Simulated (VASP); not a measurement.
Crystal: Rh.

```xyz
1
Lattice="0.0000 1.8979 1.8979 1.8979 0.0000 1.8979 1.8979 1.8979 0.0000" Properties=species:S:1:pos:R:3 pbc="T T T"
Rh    0.0000    0.0000    0.0000
```

Base run:

| Item | Value |
| --- | --- |
| Program | VASP 6.6.1 |
| Functional | revPBE |
| Potentials or basis | VASP PAW PBE potentials, release 64 (Rh_pv) |
| Cutoff | 520 eV |
| k mesh | 12 × 12 × 12 |
| Occupations | fermi-dirac, width 0.05 eV |
| Spin | no spin polarisation |

Its results: pressure 10.8 GPa.

**Question.** The run is repeated on the same cell with these changes: functional from revPBE to PBE. What comes out?

**Answer.** Pressure 7.5 GPa.

PBE binds more tightly than revPBE, so the same cell stands under less pressure.

Caveats: the PAW data sets were made with another functional, which shifts forces and pressure a little (some runs).
